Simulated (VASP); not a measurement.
A run of VASP 6.6.1 is set up as follows.

The input INCAR:

```
SYSTEM = AlRu
ALGO     = Normal         ! electronic algorithm
EDIFF    = 1E-6           ! SCF threshold, eV
EDIFFG   = -0.02          ! ionic threshold
ENCUT    = 520            ! plane-wave cutoff, eV
GGA      = PE             ! functional
IBRION   = 2              ! ionic algorithm
ISIF     = 2              ! what is computed and relaxed
ISMEAR   = -1             ! smearing method
LASPH    = .TRUE.         ! aspherical terms in the spheres
LCHARG   = .FALSE.        ! write CHGCAR
LREAL    = .FALSE.        ! projectors in reciprocal space
LWAVE    = .FALSE.        ! write WAVECAR
NELM     = 60             ! most SCF steps
NSW      = 80             ! ionic steps
PREC     = Accurate       ! precision mode
SIGMA    = 0.05           ! smearing width, eV
```

KPOINTS

```
k-points
0
G
  16 16 16
  0 0 0
```

Contents of POSCAR:

```
AlRu
1.0
    2.9715215427      0.0000000000      0.0000000000
    0.0000000000      2.9715215427      0.0000000000
    0.0000000000      0.0000000000      2.9715215427
Al Ru
1 1
Direct
    0.0000000000      0.0000000000      0.0000000000
    0.5000000000      0.5000000000      0.5000000000
```

Potentials or basis: VASP PAW PBE potentials, release 64 (Al, Ru_pv).

Launch:

```bash
$ cat potpaw_PBE.64/Al/POTCAR potpaw_PBE.64/Ru_pv/POTCAR > POTCAR
$ mpirun -np 1 vasp_std > vasp.out
```

Task: What does it give for the band gap on the k mesh?

Result: Zero (an odd number of electrons rules out a gap without spin polarisation).

Final structure:
```
Al Ru
1.0
     2.97152    0.00000    0.00000
     0.00000    2.97152    0.00000
     0.00000    0.00000    2.97152
Al Ru
1 1
Direct
  0.00000 0.00000 0.00000
  0.50000 0.50000 0.50000
```

Caveat: the relaxation stopped at its first step, so nothing moved.
